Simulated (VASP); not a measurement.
# Au in VASP: further runs

Au is run at these levels: PBE; tasks: single point, relaxation of cell and atoms.

Everything below comes from runs of VASP 6.6.1. Logs are shortened: lines on timing, memory, paths and dates and some standing lists are left out, and cuts for length are marked.

## (1) The cell of the first run

It takes space group Pmma (No. 51, orthorhombic). Conventional cell: a = 4.704 Å, b = 2.873 Å, c = 5.111 Å, α = 90.00°, β = 90.00°, γ = 90.00°. Within 3.8 Å of Au (site symmetry mm2) lie 12 Au at 2.86 to 2.98 Å. Within 3.8 Å of Au (site symmetry mm2) lie 12 Au at 2.86 to 2.99 Å.

## (2) Single point, PBE

File INCAR:

```
SYSTEM = Au
PREC = Accurate
ENCUT = 520
EDIFF = 1E-6
ISMEAR = 0
SIGMA = 0.1
LREAL = .FALSE.
LASPH = .TRUE.
NELM = 60
ALGO = Normal
ISIF = 2
LWAVE = .FALSE.
LCHARG = .TRUE.
GGA = PE
LELF = .TRUE.
LVHAR = .TRUE.
NBANDS = 30
```

File KPOINTS:

```
regular mesh
0
G
  4 6 4
  0 0 0
```

File POSCAR:

```
Au
1.0
    4.7044387500      0.0000000000      0.0000000000
    0.0000000000      2.8727723500      0.0000000000
    0.0000000000      0.0000000000      5.1108786800
Au
4
Direct
    0.2500000000      0.0000000000      0.1705165500
    0.7500000000      0.0000000000      0.8294834500
    0.2500000000      0.5000000000      0.6804687400
    0.7500000000      0.5000000000      0.3195312600
```

Potentials or basis: VASP PAW PBE potentials, release 64 (Au).

Run with:

```sh
cat potpaw_PBE.64/Au/POTCAR > POTCAR
mpirun -np 1 vasp_std > vasp.out
```

OUTCAR:

```text
SYSTEM = Au
   PREC = Accurate
   ENCUT = 520
   EDIFF = 1E-6
   ISMEAR = 0
   LREAL = .FALSE.
   LASPH = .TRUE.
   NELM = 60
   ISIF = 2
   GGA = PE

 ion  position               nearest neighbor table
   1  0.250  0.000  0.171-   4 2.86   4 2.86   4 2.86   4 2.86   3 2.89   3 2.89   2 2.93   2 2.93
                             3 2.98   3 2.98
   2  0.750  0.000  0.829-   3 2.86   3 2.86   3 2.86   3 2.86   4 2.89   4 2.89   1 2.93   1 2.93
                             4 2.98   4 2.98
   3  0.250  0.500  0.680-   2 2.86   2 2.86   2 2.86   2 2.86   1 2.89   1 2.89   1 2.98   1 2.98
                             4 2.99   4 2.99
   4  0.750  0.500  0.320-   1 2.86   1 2.86   1 2.86   1 2.86   2 2.89   2 2.89   2 2.98   2 2.98
                             3 2.99   3 2.99

  LATTYP: Found a simple orthorhombic cell.
 ALAT       =     2.8727723500
 B/A-ratio  =     1.6375953876
 C/A-ratio  =     1.7790754217

  Lattice vectors:

 A1 = (   0.0000000000,  -2.8727723500,   0.0000000000)
 A2 = (   4.7044387500,   0.0000000000,   0.0000000000)
 A3 = (   0.0000000000,   0.0000000000,   5.1108786800)

Analysis of symmetry for initial positions (statically):
=====================================================================
 Subroutine PRICEL returns:
 Original cell was already a primitive cell.

 Routine SETGRP: Setting up the symmetry group for a
 simple orthorhombic supercell.

 Subroutine GETGRP returns: Found  8 space group operations
 (whereof  4 operations were pure point group operations)
 out of a pool of  8 trial point group operations.

The static configuration has the point symmetry C_2h.
 The point group associated with its full space group is D_2h.

Analysis of symmetry for dynamics (positions and initial velocities):
=====================================================================
 Subroutine PRICEL returns:
 Original cell was already a primitive cell.

 Routine SETGRP: Setting up the symmetry group for a
 simple orthorhombic supercell.

 Subroutine GETGRP returns: Found  8 space group operations
 (whereof  4 operations were pure point group operations)
 out of a pool of  8 trial point group operations.

The dynamic configuration has the point symmetry C_2h.
 The point group associated with its full space group is D_2h.

 Subroutine INISYM returns: Found  8 space group operations
 (whereof  4 operations are pure point group operations),
 and found     1 'primitive' translations

----------------------------------------------------------------------------------------

                                     Primitive cell

  volume of cell :      69.0724

  direct lattice vectors                    reciprocal lattice vectors
     4.704438750  0.000000000  0.000000000     0.212565208  0.000000000  0.000000000
     0.000000000  2.872772350  0.000000000     0.000000000  0.348095804  0.000000000
     0.000000000  0.000000000  5.110878680     0.000000000  0.000000000  0.195661072

  length of vectors
     4.704438750  2.872772350  5.110878680     0.212565208  0.348095804  0.195661072

  position of ions in fractional coordinates (direct lattice)
     0.250000000  0.000000000  0.170516550
     0.750000000  0.000000000  0.829483450
     0.250000000  0.500000000  0.680468740
     0.750000000  0.500000000  0.319531260

  ion indices of the primitive-cell ions
   primitive index   ion index
                 1           1
                 2           2
                 3           3
                 4           4

----------------------------------------------------------------------------------------

 KPOINTS: regular mesh

Automatic generation of k-mesh.
 Grid dimensions read from file:
 generate k-points for:    4    6    4

 Generating k-lattice:

  Cartesian coordinates                     Fractional coordinates (reciprocal lattice)
     0.053141302  0.000000000  0.000000000     0.250000000  0.000000000  0.000000000
     0.000000000  0.058015967  0.000000000     0.000000000  0.166666667  0.000000000
[... 58 lines left out ...]
  band No.  band energies     occupation
      1       0.0692      2.00000
      2       2.0430      2.00000
      3       2.1341      2.00000
      4       2.6046      2.00000
      5       3.5408      2.00000
      6       3.8609      2.00000
[... 22 lines left out ...]
     29      20.6271      0.00000
     30      22.1890      0.00000

 k-point     3 :       0.5000    0.0000    0.0000
  band No.  band energies     occupation
      1       1.3510      2.00000
      2       1.3510      2.00000
      3       2.3855      2.00000
      4       2.3855      2.00000
      5       3.5058      2.00000
      6       3.5058      2.00000
[... 22 lines left out ...]
     29      23.0643      0.00000
     30      23.0720      0.00000

 k-point     4 :       0.0000    0.1667    0.0000
  band No.  band energies     occupation
      1       0.1723      2.00000
      2       2.5625      2.00000
      3       2.8758      2.00000
      4       2.9963      2.00000
      5       3.0245      2.00000
      6       4.3004      2.00000
[... 22 lines left out ...]
     29      18.7735      0.00000
     30      21.4519      0.00000

 k-point     5 :       0.2500    0.1667    0.0000
  band No.  band energies     occupation
      1       0.6779      2.00000
      2       2.5755      2.00000
      3       2.6105      2.00000
      4       3.1798      2.00000
      5       3.7890      2.00000
      6       3.7989      2.00000
[... 22 lines left out ...]
     29      21.6165      0.00000
     30      21.6971      0.00000
[... 526 lines left out ...]
     29      18.1211      0.00000
     30      18.1211      0.00000

 k-point    22 :       0.0000    0.5000    0.2500
  band No.  band energies     occupation
      1       2.8008      2.00000
      2       2.8751      2.00000
      3       2.8864      2.00000
      4       2.9488      2.00000
      5       3.0582      2.00000
      6       3.1898      2.00000
[... 22 lines left out ...]
     29      17.0683      0.00000
     30      17.0763      0.00000

 k-point    23 :       0.2500    0.5000    0.2500
  band No.  band energies     occupation
      1       2.4510      2.00000
      2       2.4709      2.00000
      3       3.0335      2.00000
      4       3.0519      2.00000
      5       3.5022      2.00000
      6       3.5193      2.00000
[... 22 lines left out ...]
     29      18.1845      0.00000
     30      18.2099      0.00000

 k-point    24 :       0.5000    0.5000    0.2500
  band No.  band energies     occupation
      1       2.6088      2.00000
      2       2.6088      2.00000
      3       2.6227      2.00000
      4       2.6227      2.00000
      5       3.6371      2.00000
      6       3.6371      2.00000
[... 22 lines left out ...]
     29      20.2483      0.00000
     30      20.2555      0.00000

 [... further k-points ...]

------------------------ aborting loop because EDIFF is reached ----------------------------------------

  FORCE on cell =-STRESS in cart. coord.  units (eV):
  Direction    XX          YY          ZZ          XY          YZ          ZX
  --------------------------------------------------------------------------------------
  -------------------------------------------------------------------------------------
  Total        4.0584640      3.5026260      1.3467166      0.0000000      0.0000000      0.0000000
  in kB       94.1385874     81.2455810     31.2379269      0.0000000      0.0000000      0.0000000
  external PRESSURE =      68.8740318 kB  Pullay stress =       0.0000000 kB

 VOLUME and BASIS-vectors are now :
 -----------------------------------------------------------------------------
  energy-cutoff  :      520.00
  volume of cell :       69.07
      direct lattice vectors                 reciprocal lattice vectors
     4.704438750  0.000000000  0.000000000     0.212565208  0.000000000  0.000000000
     0.000000000  2.872772350  0.000000000     0.000000000  0.348095804  0.000000000
     0.000000000  0.000000000  5.110878680     0.000000000  0.000000000  0.195661072

 POSITION                                       TOTAL-FORCE (eV/Angst)
 -----------------------------------------------------------------------------------
      1.17611      0.00000      0.87149        -0.000000     -0.000000      0.242386
      3.52833      0.00000      4.23939        -0.000000     -0.000000     -0.242386
      1.17611      1.43639      3.47779         0.000000      0.000000     -0.400903
      3.52833      1.43639      1.63309        -0.000000     -0.000000      0.400903
 -----------------------------------------------------------------------------------
    total drift:                                0.000000     -0.000000      0.000000

  FREE ENERGIE OF THE ION-ELECTRON SYSTEM (eV)
  ---------------------------------------------------
  free  energy   TOTEN  =       -12.7043885441 eV

  energy  without entropy=      -12.6904601517  energy(sigma->0) =      -12.69742435
```

Run time: 24 s. Hardware: 1 thread of Intel Xeon 6975P-C (Granite Rapids), shared host; peak memory 0.2 GiB.

Results:

* Free energy: -12.7044 eV
* Pressure: 6.9 GPa
* Largest force: 0.401 eV/Å
* Band gap on the k mesh: zero (band 22 reaches 11.07 eV, above the bottom of band 23 at 7.30 eV)

Forces in eV/Å, atoms in the order of the input:
```
Au   0.000  0.000  0.242
Au   0.000  0.000 -0.242
Au   0.000  0.000 -0.401
Au   0.000  0.000  0.401
```

Stress tensor (GPa, compression positive):
```
9.41 0.00 0.00
0.00 8.12 0.00
0.00 0.00 3.12
```

Levels at points of the mesh, in eV from the Fermi level:
```
           k point  band 18  band 19  band 20  band 21  band 22  band 23  band 24  band 25  band 26  band 27
(0.00, 0.00, 0.00)    -2.04    -2.02    -1.90    -1.80    -0.83    -0.06     1.24     3.10     5.61     6.81
(0.50, 0.00, 0.00)    -2.68    -2.60    -2.60    -1.93    -1.93     0.46     0.46     3.45     3.45    11.38
(0.00, 0.50, 0.00)    -2.12    -2.07    -2.05    -0.20    -0.19     3.82     3.99     5.81     6.07     6.14
(0.50, 0.50, 0.00)    -1.89    -1.87    -1.87     0.99     0.99     1.04     1.04     6.40     6.40     6.46
(0.00, 0.00, 0.50)    -3.29    -3.11    -2.95    -1.88    -1.88     2.99     3.21     3.28     3.29     8.91
(0.50, 0.00, 0.50)    -2.69    -2.58    -2.58    -2.07    -2.07    -1.98    -1.98     9.97     9.97    10.51
(0.00, 0.50, 0.50)    -1.92    -1.80    -1.78     0.34     0.41     1.30     1.40     6.12     6.18     7.40
(0.50, 0.50, 0.50)    -1.91    -1.89    -1.89     0.37     0.37     0.43     0.43     3.92     3.92     4.02
```

Caveat: the k points lie up to 0.36 Å⁻¹ apart; spin-orbit coupling is left out, which moves the levels of the heavy elements.

## (3) Relaxation of cell and atoms, PBE

File INCAR:

```
PREC = Accurate
ENCUT = 600
EDIFF = 1E-6
ISMEAR = 0
SIGMA = 0.1
LREAL = F
LASPH = T
NELM = 60
ALGO = Normal
ISIF = 3
LWAVE = F
LCHARG = F
GGA = PE
IBRION = 2
NSW = 90
EDIFFG = -0.04
```

File KPOINTS:

```
Automatic mesh
0
Gamma
  4 6 4
```

POSCAR is that of step 2.

Potentials or basis: VASP PAW PBE potentials, release 64 (Au).

Run with:

```sh
cat potpaw_PBE.64/Au/POTCAR > POTCAR
mpirun -np 1 vasp_std > vasp.out
```

Wall time 3.5 min (1 thread of Intel Xeon 6975P-C (Granite Rapids), shared host); peak memory 0.24 GiB.

Results (log left out):

```yaml
Free_energy: -12.8695 eV
Relaxed_volume: 18.01 Å³/atom
Relaxed_cell: a = 4.801 Å, b = 3.070 Å, c = 4.888 Å, α = 90.00°, β = 90.00°, γ = 90.00°
Space_group_after_relaxing_to_0.05_Å: Cmcm (No. 63)
Energy_gained_by_relaxing: 41.3 meV/atom
Ionic_steps: 12
Pressure_after_relaxing: 0.0 GPa
Largest_force_after_relaxing: 0.026 eV/Å
Band_gap_on_the_k_mesh: zero (band 22 reaches 9.97 eV, above the bottom of band 23 at 6.72 eV)
```

Forces in eV/Å, atoms in the order of the input:
```
Au   0.000  0.000  0.026
Au   0.000  0.000 -0.026
Au   0.000  0.000  0.015
Au   0.000  0.000 -0.015
```

Step by step:
```
step  energy change (eV)  largest force (eV/Å)  pressure (GPa)  volume (Å³)
   1              0.0000                0.4006            6.98        69.07
   2              0.0005                0.0804           -7.16        76.85
   3             -0.0897                0.1996           -1.09        72.73
   4             -0.1251                0.0990           -0.67        72.45
   5             -0.1463                0.0288           -0.09        72.11
   6             -0.1480                0.0964            0.24        71.96
   7             -0.1594                0.1063           -0.14        72.13
   8             -0.1612                0.1155           -0.29        72.24
   9             -0.1646                0.0306            0.48        71.80
  10             -0.1646                0.0334            0.45        71.81
  11             -0.1643                0.0378           -0.68        72.36
  12             -0.1651                0.0258           -0.02        72.06
```

Final structure:
```
CELL_PARAMETERS angstrom
4.80139 0.00000 0.00000
0.00000 3.07019 0.00000
0.00000 0.00000 4.88820
ATOMIC_POSITIONS crystal
Au 0.25000 0.00000 0.17486
Au 0.75000 0.00000 0.82514
Au 0.25000 0.50000 0.67504
Au 0.75000 0.50000 0.32496
```

Levels at points of the mesh, in eV from the Fermi level:
```csv
k point,band 19,band 20,band 21,band 22,band 23,band 24,band 25,band 26
"(0.00, 0.00, 0.00)",-2.07,-1.91,-1.79,-0.83,0.35,1.82,2.61,6.02
"(0.50, 0.00, 0.00)",-2.57,-2.57,-1.83,-1.83,1.00,1.00,4.05,4.05
"(0.00, 0.50, 0.00)",-2.28,-2.28,-1.09,-1.09,3.35,3.35,6.02,6.03
"(0.50, 0.50, 0.00)",-2.19,-2.19,0.36,0.36,0.36,0.36,6.49,6.49
"(0.00, 0.00, 0.50)",-3.34,-3.34,-2.10,-2.10,2.89,2.89,3.32,3.32
"(0.50, 0.00, 0.50)",-2.88,-2.88,-2.00,-2.00,-1.99,-1.99,11.00,11.00
"(0.00, 0.50, 0.50)",-2.00,-2.00,0.07,0.07,0.92,0.92,5.54,5.54
"(0.50, 0.50, 0.50)",-2.01,-2.01,0.15,0.15,0.15,0.15,3.24,3.24
```

Caveat: the k points lie up to 0.34 Å⁻¹ apart in the final cell; spin-orbit coupling is left out, which moves the levels of the heavy elements.

## (4) Single point, PBE

This run uses another cell than the first one: it holds 8 atoms, not 4.

File INCAR:

```
SYSTEM = Au
PREC = Accurate ; ENCUT = 520
EDIFF = 1E-6 ; ISMEAR = 0
SIGMA = 0.2 ; LREAL = .FALSE.
LASPH = .TRUE. ; NELM = 60
ALGO = Fast ; ISIF = 2
LWAVE = .FALSE. ; LCHARG = .FALSE.
GGA = PE ; NBANDS = 54
```

File KPOINTS:

```
Automatic mesh
0
G
  8 4 2
  0 0 0
```

File POSCAR:

```
Au
1.0
    1.4599474047     -2.5248273753      0.0000000000
   -4.3798422142     -2.5248273753      0.0000000000
    0.0000000000      0.0000000000     -9.7735403508
Au
8
Direct
    0.7502968858      0.5834322953      0.8750000000
    0.7502968858      0.5834322953      0.3750000000
    0.2502968858      0.0834322953      0.8750000000
    0.2502968858      0.0834322953      0.3750000000
    0.7497031142      0.9165677047      0.6250000000
    0.7497031142      0.9165677047      0.1250000000
    0.2497031142      0.4165677047      0.6250000000
    0.2497031142      0.4165677047      0.1250000000
```

Run with:

```sh
cat potpaw_PBE.64/Au/POTCAR > POTCAR
mpirun -np 1 vasp_std > vasp.out
```

It took 2.1 min on 1 thread of Intel Xeon 6975P-C (Granite Rapids), shared host; peak memory 0.36 GiB.

Results (log left out):

```yaml
Free_energy: -25.7340 eV
Pressure: -0.2 GPa
Largest_force: 0.016 eV/Å
Band_gap_on_the_k_mesh: zero (band 44 reaches 10.40 eV, above the bottom of band 45 at 6.62 eV)
```

Forces on the atoms (eV/Å):
```
Au  -0.014 -0.008  0.000
Au  -0.014 -0.008  0.000
Au  -0.014 -0.008  0.000
Au  -0.014 -0.008  0.000
Au   0.014  0.008  0.000
Au   0.014  0.008  0.000
Au   0.014  0.008  0.000
Au   0.014  0.008  0.000
```

Stress tensor (GPa, compression positive):
```
-0.20 -0.28  0.00
-0.28  0.15  0.00
 0.00  0.00 -0.48
```

Levels at points of the mesh, in eV from the Fermi level:
| k point | band 41 | band 42 | band 43 | band 44 | band 45 | band 46 | band 47 | band 48 |
| --- | --- | --- | --- | --- | --- | --- | --- | --- |
| (0.00, 0.00, 0.00) | -1.75 | -1.75 | -1.68 | -0.85 | 0.37 | 0.58 | 0.58 | 1.45 |
| (0.50, 0.00, 0.00) | -0.21 | -0.21 | 0.92 | 0.92 | 0.92 | 0.92 | 4.01 | 4.01 |
| (0.00, 0.50, 0.00) | -1.97 | -1.97 | -1.94 | -1.94 | -1.94 | -1.94 | 2.66 | 2.66 |
| (0.50, 0.50, 0.00) | 0.37 | 0.38 | 0.58 | 0.58 | 0.60 | 0.60 | 1.45 | 1.47 |
| (0.00, 0.00, 0.50) | -1.80 | -1.80 | -1.70 | -1.70 | 0.10 | 0.10 | 1.31 | 1.31 |
| (0.50, 0.00, 0.50) | 0.01 | 0.01 | 0.01 | 0.01 | 3.04 | 3.04 | 3.04 | 3.04 |
| (0.00, 0.50, 0.50) | -2.14 | -2.14 | -2.14 | -2.14 | -0.03 | -0.03 | -0.03 | -0.03 |
| (0.50, 0.50, 0.50) | 0.10 | 0.10 | 0.10 | 0.10 | 1.31 | 1.31 | 1.33 | 1.33 |

Caveat: spin-orbit coupling is left out, which moves the levels of the heavy elements.

## (5) Single point, PBE

This run uses another cell than the first one: it holds 8 atoms, not 4.

File INCAR:

```
ALGO = Fast ; EDIFF = 1E-6
ENCUT = 520 ; GGA = PE
ISIF = 2 ; ISMEAR = 0
LASPH = T ; LCHARG = F
LREAL = F ; LWAVE = F
NBANDS = 54 ; NELM = 80
PREC = Accurate ; SIGMA = 0.2
```

File KPOINTS:

```
k-points
0
Gamma
  8 4 2
```

File POSCAR:

```
Au
1.0
    1.5033010403     -2.6104895931      0.0004753310
   -4.2844004958     -2.4829754217      0.0026999658
    0.0068371133     -0.0024971128     -9.6586492191
Au
8
Direct
    0.7502514004      0.5807575717      0.8749756346
    0.7496418107      0.5801328380      0.3749775769
    0.2501806601      0.0807596428      0.8750106549
    0.2495438845      0.0801600077      0.3749736387
    0.7500612845      0.9190150822      0.6250158472
    0.7501167153      0.9201085159      0.1250336858
    0.2500348048      0.4190110185      0.6249991840
    0.2501694400      0.4200553232      0.1250137779
```

Run with:

```sh
cat potpaw_PBE.64/Au/POTCAR > POTCAR
mpirun -np 1 vasp_std > vasp.out
```

It took 1.9 min on 1 thread of Intel Xeon 6975P-C (Granite Rapids), shared host; peak memory 0.36 GiB.

The run converged. Its results:

```
Free energy            : -25.7610 eV
Pressure               : -0.2 GPa
Largest force          : 0.006 eV/Å
Band gap on the k mesh : zero (band 44 reaches 10.57 eV, above the bottom of band 45 at 6.70 eV)
```

Forces on the atoms (eV/Å):
```
Au  -0.002  0.000 -0.002
Au  -0.004 -0.002 -0.001
Au  -0.001  0.000 -0.001
Au  -0.001 -0.002 -0.002
Au   0.000  0.000  0.002
Au   0.005  0.002  0.002
Au   0.001  0.000  0.001
Au   0.002  0.001  0.002
```

Stress tensor (GPa, compression positive):
```
-0.20 -0.09  0.02
-0.09 -0.20  0.00
 0.02  0.00 -0.26
```

Levels at points of the mesh, in eV from the Fermi level:
```
           k point  band 42  band 43  band 44  band 45  band 46  band 47
(0.00, 0.00, 0.00)    -1.70    -1.63    -0.72     0.51     0.90     0.91
(0.50, 0.00, 0.00)    -0.65     0.65     0.65     0.66     0.66     3.72
(0.00, 0.50, 0.00)    -1.96    -1.85    -1.85    -1.85    -1.85     2.93
(0.50, 0.50, 0.00)     0.28     0.43     0.43     0.45     0.46     1.21
(0.00, 0.00, 0.50)    -1.75    -1.65    -1.65     0.28     0.29     1.61
(0.50, 0.00, 0.50)    -0.40    -0.39    -0.39     2.85     2.85     2.86
(0.00, 0.50, 0.50)    -2.16    -2.16    -2.16     0.10     0.10     0.11
(0.50, 0.50, 0.50)    -0.01     0.01     0.01     1.09     1.09     1.12
```

Caveat: spin-orbit coupling is left out, which moves the levels of the heavy elements.

## (6) Overview

```csv
task,cell,k mesh,cutoff (eV),smearing,gap on the mesh (eV),pressure (GPa),largest force (eV/Å)
single point,"a = 4.704, b = 2.873, c = 5.111 Å, 4 atoms",4 × 6 × 4,520,gaussian 0.1 eV,none,6.9,0.40
relaxation of cell and atoms,"relaxed from a = 4.704, b = 2.873, c = 5.111 Å, 4 atoms",4 × 6 × 4,600,gaussian 0.1 eV,none,0.0,0.03
single point,"a = 2.917, b = 5.055, c = 9.774 Å, angles 90.0, 90.0, 90.1°, 8 atoms",8 × 4 × 2,520,gaussian 0.2 eV,none,-0.2,0.02
single point,"a = 3.012, b = 4.952, c = 9.659 Å, angles 90.1, 90.0, 89.8°, 8 atoms",8 × 4 × 2,520,gaussian 0.2 eV,none,-0.2,0.01
```

Alike in all rows: level PBE; potentials or basis VASP PAW PBE potentials, release 64 (Au); no spin polarisation.

Caveats: some runs use coarse meshes; spin-orbit coupling is left out, which moves the levels of the heavy elements.

Absolute energies hang on the potentials; compare differences alone.
